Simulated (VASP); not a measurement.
# Li15S8 (a cell with a defect) in VASP: notebook, part 2 of 2

VASP 6.6.1. Earlier steps stand in the parts before.

## 3. Single point, PBE

Input file INCAR:

```
SYSTEM = Li15S8
  PREC = Accurate
  ENCUT = 520
  EDIFF = 1E-7
  ISMEAR = -1
  SIGMA = 0.05
  LREAL = Auto
  LASPH = .TRUE.
  NELM = 100
  ALGO = Normal
  ISIF = 2
  LWAVE = .FALSE.
  LCHARG = .FALSE.
  GGA = PE
  NELECT = 94.0
  NBANDS = 64
```

Input file KPOINTS:

```
Automatic mesh
0
G
  2 2 2
  0 0 0
```

Input file POSCAR:

```
Li15S8
1.0
    0.0000000000      5.7080000000      5.7080000000
    5.7080000000      0.0000000000      5.7080000000
    5.7080000000      5.7080000000      0.0000000000
Li S
15 8
Direct
    0.0802119832      0.1473808690      0.1082953749
    0.1587508760      0.1595042046      0.5959793273
    0.3652592852      0.3865802383      0.8862648914
    0.1233269096      0.5771986685      0.1598721093
    0.3609845830      0.8812368605      0.3817098809
    0.1721618781      0.6199719692      0.5504555011
    0.3736072179      0.8368868255      0.8871496146
    0.5948668535      0.1647512263      0.1776804485
    0.8888665032      0.3511299930      0.3779519972
    0.5508934828      0.1693938332      0.6388227050
    0.8949369306      0.3695339874      0.8627365102
    0.6491415557      0.6535388928      0.1110021023
    0.8595217239      0.8943500350      0.3450157673
    0.6045550105      0.6251576734      0.6401366503
    0.8688857744      0.8699719692      0.9016468115
    0.0588997898     -0.0308864751     -0.0197617379
    0.0167834618     -0.0040995095      0.4891380519
   -0.0306850035      0.4820865452      0.0065084093
   -0.0088735109      0.5056499650      0.4817186405
    0.5092501752      0.0269271198      0.0264716188
    0.4880168185     -0.0074632095      0.5135599159
    0.5068412754      0.5147599860      0.0091713385
    0.4925893483      0.5009285214      0.5300981079
```

Potentials or basis: VASP PAW PBE potentials, release 64 (Li_sv, S).

The run is started by

```
$ cat potpaw_PBE.64/Li_sv/POTCAR potpaw_PBE.64/S/POTCAR > POTCAR
$ mpirun -np 1 vasp_std > vasp.out
```

OUTCAR:

```text
SYSTEM = Li15S8
   PREC = Accurate
   ENCUT = 520
   EDIFF = 1E-7
   ISMEAR = -1
   LREAL = Auto
   LASPH = .TRUE.
   NELM = 100
   ISIF = 2
   GGA = PE
   NELECT = 94.0

 ion  position               nearest neighbor table
   1  0.080  0.147  0.108-  18 2.21  16 2.25  11 2.47  17 2.55
   2  0.159  0.160  0.596-  21 2.21  19 2.32  16 2.57
   3  0.365  0.387  0.886-  23 2.35  20 2.39  22 2.59  18 2.63
   4  0.123  0.577  0.160-  19 2.14  22 2.57  16 2.63  18 2.67
   5  0.361  0.881  0.382-  17 2.27  20 2.38  21 2.44  23 2.51
   6  0.172  0.620  0.550-  23 2.21  19 2.44  17 2.52
   7  0.374  0.837  0.887-  16 2.08  22 2.14  21 2.47
   8  0.595  0.165  0.178-  21 2.26  22 2.34  20 2.49  13 2.54
   9  0.889  0.351  0.378-  17 2.34  19 2.39  18 2.47  23 2.63
  10  0.551  0.169  0.639-  23 2.23  21 2.45  20 2.64
  11  0.895  0.370  0.863-  18 2.20   1 2.47  19 2.52  22 2.57  16 2.65
  12  0.649  0.654  0.111-  18 2.17  20 2.48  15 2.49  22 2.53
  13  0.860  0.894  0.345-  16 2.47  21 2.47   8 2.54  19 2.56  17 2.67
  14  0.605  0.625  0.640-  23 2.28  21 2.42  22 2.45  19 2.56
  15  0.869  0.870  0.902-  20 2.39  16 2.47  12 2.49  18 2.58
  16  0.059  0.969  0.980-   7 2.08   1 2.25  13 2.47  15 2.47   2 2.57   4 2.63  11 2.65
  17  0.017  0.996  0.489-   5 2.27   9 2.34   6 2.52   1 2.55  13 2.67
  18  0.969  0.482  0.007-  12 2.17  11 2.20   1 2.21   9 2.47  15 2.58   3 2.63   4 2.67
  19  0.991  0.506  0.482-   4 2.14   2 2.32   9 2.39   6 2.44  11 2.52  14 2.56  13 2.56
  20  0.509  0.027  0.026-   5 2.38   3 2.39  15 2.39  12 2.48   8 2.49  10 2.64
  21  0.488  0.993  0.514-   2 2.21   8 2.26  14 2.42   5 2.44  10 2.45  13 2.47   7 2.47
  22  0.507  0.515  0.009-   7 2.14   8 2.34  14 2.45  12 2.53  11 2.57   4 2.57   3 2.59
  23  0.493  0.501  0.530-   6 2.21  10 2.23  14 2.28   3 2.35   5 2.51   9 2.63

  LATTYP: Found a face centered cubic cell.
 ALAT       =    11.4160000000

  Lattice vectors:

 A1 = (   0.0000000000,   5.7080000000,   5.7080000000)
 A2 = (   5.7080000000,   0.0000000000,   5.7080000000)
 A3 = (   5.7080000000,   5.7080000000,   0.0000000000)

Analysis of symmetry for initial positions (statically):
=====================================================================
 Subroutine PRICEL returns:
 Original cell was already a primitive cell.

 Routine SETGRP: Setting up the symmetry group for a
 face centered cubic supercell.

 Subroutine GETGRP returns: Found  1 space group operations
 (whereof  1 operations were pure point group operations)
 out of a pool of 48 trial point group operations.

The static configuration has the point symmetry C_1 .

Analysis of symmetry for dynamics (positions and initial velocities):
=====================================================================
 Subroutine PRICEL returns:
 Original cell was already a primitive cell.

 Routine SETGRP: Setting up the symmetry group for a
 face centered cubic supercell.

 Subroutine GETGRP returns: Found  1 space group operations
 (whereof  1 operations were pure point group operations)
 out of a pool of 48 trial point group operations.

The dynamic configuration has the point symmetry C_1 .

 Subroutine INISYM returns: Found  1 space group operations
 (whereof  1 operations are pure point group operations),
 and found     1 'primitive' translations

[... 93 lines left out ...]
  0.000000  0.000000  0.000000      1.000000
  0.500000  0.000000  0.000000      1.000000
  0.000000  0.500000  0.000000      1.000000
  0.000000  0.000000  0.500000      1.000000
  0.500000  0.500000  0.500000      1.000000
  0.500000  0.500000  0.000000      1.000000
  0.000000  0.500000  0.500000      1.000000
  0.500000  0.000000  0.500000      1.000000
   k-points           NKPTS =      8   k-points in BZ     NKDIM =      8   number of bands    NBANDS=     64
   number of dos      NEDOS =    301   number of ions     NIONS =     23
   total plane-waves  NPLWV = 216000
   dimension x,y,z NGX =    60 NGY =   60 NGZ =   60
   dimension x,y,z NGXF=   120 NGYF=  120 NGZF=  120
   ions per type =              15   8
   NGX,Y,Z   is equivalent  to a cutoff of  12.36, 12.36, 12.36 a.u.
   NGXF,Y,Z  is equivalent  to a cutoff of  24.71, 24.71, 24.71 a.u.
 SYSTEM =  Li15S8
   PREC   = accura    normal or accurate (medium, high low for compatibility)
   ISTART =      0    job   : 0-new  1-cont  2-samecut
   ICHARG =      2    charge: 1-file 2-atom 10-const
   ISPIN  =      1    spin polarized calculation?
   LNONCOLLINEAR =      F non collinear calculations
   LSORBIT =      F    spin-orbit coupling
   LASPH  =      T    aspherical Exc in radial PAW
   ENCUT  =  520.0 eV  38.22 Ry    6.18 a.u.  15.01 15.01 15.01*2*pi/ulx,y,z
   NELM   =    100;   NELMIN=  2; NELMDL= -5     # of ELM steps
   EDIFF  = 0.1E-06   stopping-criterion for ELM
   LREAL  =      T    real-space projection
   EDIFFG = 0.1E-05   stopping-criterion for IOM
   NSW    =      0    number of steps for IOM
   IBRION =     -1    ionic relax: 0-MD 1-quasi-New 2-CG
   NFREE  =      0    steps in history (QN), initial steepest desc. (CG)
   ISIF   =      2    stress and relaxation
   ISYM   =      2    0-nonsym 1-usesym 2-fastsym
   POTIM  = 0.5000    time-step for ionic-motion
   TEBEG  =    0.0;   TEEND  =   0.0 temperature during run
   PSTRESS=    0.0 pullay stress
   NELECT =      94.0000    total number of electrons
   NUPDOWN=      -1.0000    fix difference up-down
   EMIN   =  10.00;   EMAX   =-10.00  energy-range for DOS
   EFERMI =   0.00;   METHOD = LEGACY
   ISMEAR =    -1;   SIGMA  =   0.05  broadening in eV -4-tet -1-fermi 0-gaus
   EFERMI_NEDOS =   21; number of points for ismear=-14 and -15
   IALGO  =     38    algorithm
   IMIX   =      4    mixing-type and parameters
     AMIX     =   0.40;   BMIX     =  1.00
     AMIX_MAG =   1.60;   BMIX_MAG =  1.00
  volume/ion in A,a.u.               =      16.17       109.13
  Fermi-wavevector in a.u.,A,eV,Ry     =   1.035039  1.955941 14.576006  1.071306
  Thomas-Fermi vector in A             =   2.169363
   LORBIT       =      0    0 simple, 1 ext, 2 COOP (PROOUT), +10 PAW based schemes
   GGA     = PE    functional components
   LHFCALC =     F    Hartree Fock is set to
   AEXX    =    0.0000 exact exchange contribution
   IVDW    =     0    specifies the selected vdW correction
   LEPSILON=     F    determine dielectric tensor
   LRPA    =     F    only Hartree local field effects (RPA)
 non-spin polarized calculation
  energy-cutoff  :      520.00
  volume of cell :      371.95
 maximum number of plane-waves:     10086
   NGX = 29   NGY = 29   NGZ = 29

 number of electron      94.0000013 magnetization

 Free energy of the ion-electron system (eV)
  ---------------------------------------------------
  ext. energy  EPLUGINS =         0.00000000
  ---------------------------------------------------
  free energy    TOTEN  =       -86.99524983 eV

  energy without entropy =      -86.99524983  energy(sigma->0) =      -86.99524983

 E-fermi :   2.5594     XC(G=0):  -8.4049

 val. band max:        1.4147937302   @ k =   0.0000   0.0000   0.0000
 cond. band min:       4.4699777216   @ k =   0.0000   0.0000   0.0000
 fundamental gap:      3.0551839913
 Fermi energy:         2.5593598312

 k-point     1 :       0.0000    0.0000    0.0000
  band No.  band energies     occupation
      1     -43.3802      2.00000
      2     -43.3178      2.00000
      3     -43.2652      2.00000
      4     -43.2463      2.00000
      5     -43.1616      2.00000
      6     -43.1175      2.00000
[... 485 lines left out ...]
     58       7.8889      0.00000
     59       8.1024      0.00000
 [bands above 59 left out]

------------------------ aborting loop because EDIFF is reached ----------------------------------------

  FORCE on cell =-STRESS in cart. coord.  units (eV):
  Direction    XX          YY          ZZ          XY          YZ          ZX
  --------------------------------------------------------------------------------------
  -------------------------------------------------------------------------------------
  Total       10.7753751     11.1946518     10.8519485     -2.6847902      0.8647581     -1.1884320
  in kB       46.4152925     48.2213411     46.7451349    -11.5648244      3.7249749     -5.1192109
  external PRESSURE =      47.1272562 kB  Pullay stress =       0.0000000 kB

 VOLUME and BASIS-vectors are now :
 -----------------------------------------------------------------------------
  energy-cutoff  :      520.00
  volume of cell :      371.95
      direct lattice vectors                 reciprocal lattice vectors
     0.000000000  5.708000000  5.708000000    -0.087596356  0.087596356  0.087596356
     5.708000000  0.000000000  5.708000000     0.087596356 -0.087596356  0.087596356
     5.708000000  5.708000000  0.000000000     0.087596356  0.087596356 -0.087596356

 POSITION                                       TOTAL-FORCE (eV/Angst)
 -----------------------------------------------------------------------------------
      1.45940      1.07600      1.29910        -0.127162      1.340007      0.006241
      4.31230      4.30800      1.81660        -0.006122     -0.230553     -0.553121
      7.26540      7.14370      4.29150         0.106550      0.158040      0.031793
      4.20720      1.61650      3.99860        -0.481369     -0.281582      0.972253
      7.20890      4.23930      7.09060        -0.063176      0.245055      0.293517
      6.68080      4.12470      4.52150         0.306792     -0.517798     -0.447892
[... 15 lines left out ...]
      2.99060      2.94540      5.83130        -0.740046      0.280995     -0.493894
      5.88510      5.83750      5.67100        -0.340238     -0.170932      0.715401
 -----------------------------------------------------------------------------------
    total drift:                               -0.004405     -0.006020      0.006605

  FREE ENERGIE OF THE ION-ELECTRON SYSTEM (eV)
  ---------------------------------------------------
  free  energy   TOTEN  =       -86.9952498317 eV

  energy  without entropy=      -86.9952498317  energy(sigma->0) =      -86.99524983
```

Wall time 4.4 min (1 thread of Intel Xeon Platinum 8488C (Sapphire Rapids), shared host); peak memory 0.5 GiB.

Results:

| Quantity | Value |
| --- | --- |
| Free energy | -86.9952 eV |
| Largest force | 2.292 eV/Å |

Forces on the atoms (eV/Å):
```
Li  -0.127  1.340  0.006
Li  -0.006 -0.231 -0.553
Li   0.107  0.158  0.032
Li  -0.481 -0.282  0.972
Li  -0.063  0.245  0.294
Li   0.307 -0.518 -0.448
Li  -0.178  0.238  1.157
Li  -0.191 -0.686  0.017
Li   0.298 -0.187 -0.353
Li  -0.533  0.451 -0.262
Li  -0.303 -0.936 -0.420
Li   0.567 -0.568 -1.089
Li   0.034  0.719 -0.225
Li  -0.084  0.324  0.362
Li  -0.246 -0.265  0.648
S    1.280 -1.505 -1.161
S    0.143 -0.427 -0.639
S    0.419  0.965  1.719
S    1.060  0.411 -0.530
S   -0.664 -0.331 -0.201
S   -0.257  0.974  0.454
S   -0.740  0.281 -0.494
S   -0.340 -0.171  0.715
```

Levels at points of the mesh, in eV from the Fermi level:
| k point | band 45 | band 46 | band 47 | band 48 | band 49 | band 50 |
| --- | --- | --- | --- | --- | --- | --- |
| (0.00, 0.00, 0.00) | -1.32 | -1.17 | -1.14 | 1.91 | 2.13 | 2.43 |
| (0.50, 0.00, 0.00) | -1.55 | -1.42 | -1.24 | 3.08 | 3.37 | 3.46 |
| (0.00, 0.50, 0.00) | -1.42 | -1.32 | -1.28 | 3.07 | 3.25 | 3.29 |
| (0.00, 0.00, 0.50) | -1.49 | -1.39 | -1.35 | 3.11 | 3.24 | 3.42 |
| (0.50, 0.50, 0.50) | -1.53 | -1.42 | -1.27 | 3.03 | 3.32 | 3.40 |
| (0.50, 0.50, 0.00) | -1.64 | -1.60 | -1.49 | 3.27 | 3.33 | 3.82 |
| (0.00, 0.50, 0.50) | -1.66 | -1.61 | -1.52 | 3.14 | 3.32 | 3.76 |
| (0.50, 0.00, 0.50) | -1.66 | -1.55 | -1.39 | 3.10 | 3.46 | 3.61 |

Caveat: the k points lie up to 0.48 Å⁻¹ apart; the cell carries a net charge on a neutralising background, which shifts energy and pressure; the cell is charged against a uniform background, so pressure and absolute levels hang on convention; the cutoff is under 1.25 times the usual one of these potentials, so pressure, stress and relaxed cells hold a basis-set (Pulay) error.
